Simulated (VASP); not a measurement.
# SiO2 (P6_322) in VASP: settings compared

SiO2 is run at these levels: r2SCAN+D3(BJ), RPBE, PBE; tasks: single point, relaxation of cell and atoms.

All numbers are computed with VASP 6.6.1; they aren't measurements. Logs are shortened: lines on timing, memory, paths and dates and some standing lists are left out, and cuts for length are marked.

### Step 1. The cell of the first run

The structure is hexagonal, space group P6_322 (No. 182). Conventional cell: a = 4.990 Å, b = 4.990 Å, c = 8.560 Å, α = 90.00°, β = 90.00°, γ = 120.00°. Within 2.1 Å of Si (site symmetry 3) lie 4 O at 1.60 to 1.61 Å. O (site symmetry 2) has 2 Si at 1.61 Å within 2.1 Å. O (site symmetry 32) has 2 Si at 1.60 Å within 2.1 Å.

### Step 2. Single point, r2SCAN+D3(BJ)

POSCAR

```
SiO2
1.0
    4.9903518183      0.0000000000      0.0000000000
   -2.4951759091      4.3217714485      0.0000000000
    0.0000000000      0.0000000000      8.5601417960
Si O
4 8
Direct
    0.3333333333      0.6666666667      0.4369245345
    0.3333333333      0.6666666667      0.0630754655
    0.6666666667      0.3333333333      0.5630754655
    0.6666666667      0.3333333333      0.9369245345
    0.4045569947      0.0000000000      0.0000000000
    0.3333333333      0.6666666667      0.2500000000
    0.6666666667      0.3333333333      0.7500000000
    0.0000000000      0.5954430053      0.5000000000
    0.5954430053      0.5954430053      0.0000000000
    0.5954430053      0.0000000000      0.5000000000
    0.4045569947      0.4045569947      0.5000000000
    0.0000000000      0.4045569947      0.0000000000
```

INCAR.step1

```
ALGO = Normal
EDIFF = 1E-5
ENCUT = 660
GGA = PE
GGA_COMPAT = False
ISMEAR = -1
LASPH = True
LCHARG = False
LREAL = False
LWAVE = True
NBANDS = 44
NELM = 120
PREC = Accurate
SIGMA = 0.05
```

INCAR.step2

```
ALGO = Normal
EDIFF = 1E-6
ENCUT = 660
GGA_COMPAT = False
ISIF = 2
ISMEAR = -1
ISTART = 1
IVDW = 12
LASPH = True
LCHARG = True
LELF = True
LMIXTAU = True
LREAL = False
LVHAR = True
LWAVE = False
METAGGA = R2SCAN
NBANDS = 44
NELM = 120
PREC = Accurate
SIGMA = 0.05
VDW_A1 = 0.49484001
VDW_A2 = 5.73083694
VDW_S6 = 1.0
VDW_S8 = 0.78981345
```

KPOINTS

```
k-points
0
Gamma
  6 6 3
```

Potentials or basis: VASP PAW PBE potentials, release 64 (Si, O).

Launch:

```console
$ cat potpaw_PBE.64/Si/POTCAR potpaw_PBE.64/O/POTCAR > POTCAR
$ cp INCAR.step1 INCAR
$ mpirun -np 1 vasp_std > vasp.out
$ cp INCAR.step2 INCAR
$ mpirun -np 1 vasp_std > vasp.out
```

OUTCAR:

```text
EDIFF = 1E-6
   ENCUT = 660
   ISIF = 2
   ISMEAR = -1
   ISTART = 1
   IVDW = 12
   LASPH = True
   LREAL = False
   METAGGA = R2SCAN
   NELM = 120
   PREC = Accurate
 IVDW          = 12

 ion  position               nearest neighbor table
   1  0.333  0.667  0.437-   6 1.60   8 1.61  10 1.61  11 1.61   3 3.08   3 3.08   3 3.08
   2  0.333  0.667  0.063-   6 1.60   5 1.61  12 1.61   9 1.61   4 3.08   4 3.08   4 3.08
   3  0.667  0.333  0.563-   7 1.60  10 1.61   8 1.61  11 1.61   1 3.08   1 3.08   1 3.08
   4  0.667  0.333  0.937-   7 1.60  12 1.61   5 1.61   9 1.61   2 3.08   2 3.08   2 3.08
   5  0.405  0.000  0.000-   2 1.61   4 1.61
   6  0.333  0.667  0.250-   1 1.60   2 1.60
   7  0.667  0.333  0.750-   3 1.60   4 1.60
   8  0.000  0.595  0.500-   1 1.61   3 1.61
   9  0.595  0.595  0.000-   2 1.61   4 1.61
  10  0.595  0.000  0.500-   3 1.61   1 1.61
  11  0.405  0.405  0.500-   3 1.61   1 1.61
  12  0.000  0.405  0.000-   4 1.61   2 1.61

  LATTYP: Found a hexagonal cell.
 ALAT       =     4.9903518183
 C/A-ratio  =     1.7153383384

  Lattice vectors:

 A1 = (   4.9903518183,   0.0000000000,   0.0000000000)
 A2 = (  -2.4951759091,   4.3217714485,   0.0000000000)
 A3 = (   0.0000000000,   0.0000000000,   8.5601417960)

Analysis of symmetry for initial positions (statically):
=====================================================================
 Subroutine PRICEL returns:
 Original cell was already a primitive cell.

 Routine SETGRP: Setting up the symmetry group for a
 hexagonal supercell.

 Subroutine GETGRP returns: Found 12 space group operations
 (whereof  6 operations were pure point group operations)
 out of a pool of 24 trial point group operations.

The static configuration has the point symmetry D_3 .
 The point group associated with its full space group is D_6 .

Analysis of symmetry for dynamics (positions and initial velocities):
=====================================================================
 Subroutine PRICEL returns:
 Original cell was already a primitive cell.

 Routine SETGRP: Setting up the symmetry group for a
 hexagonal supercell.

 Subroutine GETGRP returns: Found 12 space group operations
 (whereof  6 operations were pure point group operations)
 out of a pool of 24 trial point group operations.

[... 116 lines left out ...]
   ISIF   =      2    stress and relaxation
   ISYM   =      2    0-nonsym 1-usesym 2-fastsym
   POTIM  = 0.5000    time-step for ionic-motion
   TEBEG  =    0.0;   TEEND  =   0.0 temperature during run
   PSTRESS=    0.0 pullay stress
   NELECT =      64.0000    total number of electrons
   NUPDOWN=      -1.0000    fix difference up-down
   EMIN   =  10.00;   EMAX   =-10.00  energy-range for DOS
   EFERMI =   0.00;   METHOD = LEGACY
   ISMEAR =    -1;   SIGMA  =   0.05  broadening in eV -4-tet -1-fermi 0-gaus
   EFERMI_NEDOS =   21; number of points for ismear=-14 and -15
   IALGO  =     38    algorithm
   IMIX   =      4    mixing-type and parameters
     AMIX     =   0.40;   BMIX     =  1.00
     AMIX_MAG =   1.60;   BMIX_MAG =  1.00
  volume/ion in A,a.u.               =      15.38       103.82
  Fermi-wavevector in a.u.,A,eV,Ry     =   1.150033  2.173247 17.994728  1.322575
  Thomas-Fermi vector in A             =   2.286699
   LORBIT       =      0    0 simple, 1 ext, 2 COOP (PROOUT), +10 PAW based schemes
   METAGGA = R2SCAN    functional components
   LHFCALC =     F    Hartree Fock is set to
   AEXX    =    0.0000 exact exchange contribution
   IVDW    =    12    specifies the selected vdW correction
   LEPSILON=     F    determine dielectric tensor
   LRPA    =     F    only Hartree local field effects (RPA)
 non-spin polarized calculation
  energy-cutoff  :      660.00
  volume of cell :      184.62
 maximum number of plane-waves:      7146
 NGX is ok and might be reduce to    42
   NGX = 21   NGY = 21   NGZ = 35

 number of electron      64.0000018 magnetization

 Free energy of the ion-electron system (eV)
  ---------------------------------------------------
  ext. energy  EPLUGINS =         0.00000000
  ---------------------------------------------------
  free energy    TOTEN  =      -119.16324457 eV

  energy without entropy =     -119.16324457  energy(sigma->0) =     -119.16324457

 E-fermi :   0.3429     XC(G=0):  -8.3938

 val. band max:       -0.7841807266   @ k =   0.0000   0.0000   0.3333
 cond. band min:       5.4521913581   @ k =   0.0000   0.0000   0.0000
 fundamental gap:      6.2363720847
 Fermi energy:         0.3428957841

 k-point     1 :       0.0000    0.0000    0.0000
  band No.  band energies     occupation
      1     -21.2485      2.00000
      2     -20.8462      2.00000
      3     -19.8355      2.00000
      4     -19.2107      2.00000
      5     -19.1817      2.00000
      6     -19.1817      2.00000
[... 647 lines left out ...]
     43      11.0123      0.00000
     44      11.2792      0.00000

------------------------ aborting loop because EDIFF is reached ----------------------------------------

 Edisp (eV)   -0.66789

 E8    (eV) :    -0.1708

  FORCE on cell =-STRESS in cart. coord.  units (eV):
  Direction    XX          YY          ZZ          XY          YZ          ZX
  --------------------------------------------------------------------------------------
  -------------------------------------------------------------------------------------
  Total      -0.10021    -0.10021    -0.16757    -0.00000     0.00000     0.00000
  in kB      -0.86969    -0.86969    -1.45426    -0.00000     0.00000     0.00000
  external pressure =       -1.06 kB  Pullay stress =        0.00 kB

 VOLUME and BASIS-vectors are now :
 -----------------------------------------------------------------------------
  energy-cutoff  :      660.00
  volume of cell :      184.62
      direct lattice vectors                 reciprocal lattice vectors
     4.990351818  0.000000000  0.000000000     0.200386673  0.115693300  0.000000000
    -2.495175909  4.321771448  0.000000000     0.000000000  0.231386600  0.000000000
     0.000000000  0.000000000  8.560141796     0.000000000  0.000000000  0.116820495

 POSITION                                       TOTAL-FORCE (eV/Angst)
 -----------------------------------------------------------------------------------
     -0.00000      2.88118      3.74014        -0.000000      0.000000     -0.022569
     -0.00000      2.88118      0.53993        -0.000000      0.000000      0.022569
      2.49518      1.44059      4.82001        -0.000000     -0.000000      0.022569
      2.49518      1.44059      8.02021        -0.000000     -0.000000     -0.022569
      2.01888      0.00000      0.00000         0.007643     -0.000000     -0.000000
     -0.00000      2.88118      2.14004        -0.000000     -0.000000     -0.000000
      2.49518      1.44059      6.42011        -0.000000      0.000000     -0.000000
     -1.48574      2.57337      4.28007         0.003822     -0.006619     -0.000000
      1.48574      2.57337      0.00000        -0.003822     -0.006619     -0.000000
      2.97147      0.00000      4.28007        -0.007643     -0.000000     -0.000000
      1.00944      1.74840      4.28007         0.003822      0.006619     -0.000000
     -1.00944      1.74840      0.00000        -0.003822      0.006619     -0.000000
 -----------------------------------------------------------------------------------
    total drift:                                0.000000     -0.000000     -0.000000

  FREE ENERGIE OF THE ION-ELECTRON SYSTEM (eV)
  ---------------------------------------------------
  free  energy   TOTEN  =      -119.8311373950 eV

  energy  without entropy=     -119.8311373949  energy(sigma->0) =     -119.83113739
```

OUTCAR.step1:

```text
EDIFF = 1E-5
   ENCUT = 660
   GGA = PE
   ISMEAR = -1
   LASPH = True
   LREAL = False
[... 907 lines left out ...]
      2.97147      0.00000      4.28007         0.252396      0.000000      0.000000
      1.00944      1.74840      4.28007        -0.126198     -0.218581      0.000000
     -1.00944      1.74840      0.00000         0.126198     -0.218581      0.000000
 -----------------------------------------------------------------------------------
    total drift:                                0.000000     -0.000000     -0.000000

  FREE ENERGIE OF THE ION-ELECTRON SYSTEM (eV)
  ---------------------------------------------------
  free  energy   TOTEN  =       -94.8787307862 eV

  energy  without entropy=      -94.8787307862  energy(sigma->0) =      -94.87873079
```

Wall time 6.6 min (1 thread of Intel Xeon 6975P-C (Granite Rapids), shared host); peak memory 0.41 GiB.

Results:

| Property | Result |
| --- | --- |
| Free energy | -119.8311 eV |
| Pressure | -0.1 GPa |
| Largest force | 0.023 eV/Å |
| Band gap on the k mesh | 6.24 eV (least direct gap 6.28 eV) |
| Dispersion energy per atom | -0.056 eV |

Forces on the atoms (eV/Å):
```
Si   0.000  0.000 -0.023
Si   0.000  0.000  0.023
Si   0.000  0.000  0.023
Si   0.000  0.000 -0.023
O    0.008  0.000  0.000
O    0.000  0.000  0.000
O    0.000  0.000  0.000
O    0.004 -0.007  0.000
O   -0.004 -0.007  0.000
O   -0.008  0.000  0.000
O    0.004  0.007  0.000
O   -0.004  0.007  0.000
```

Levels at points of the mesh, in eV from the valence-band top:
| k point | band 30 | band 31 | band 32 | band 33 | band 34 | band 35 |
| --- | --- | --- | --- | --- | --- | --- |
| (0.00, 0.00, 0.00) | -0.78 | -0.04 | -0.04 | 6.24 | 8.78 | 8.85 |
| (0.50, 0.00, 0.00) | -0.72 | -0.62 | -0.03 | 8.62 | 9.03 | 9.52 |

Caveat: the PAW data sets were made with another functional, which shifts forces and pressure a little. A k mesh can miss the band edges.

(Continued in part 2 of 2.)
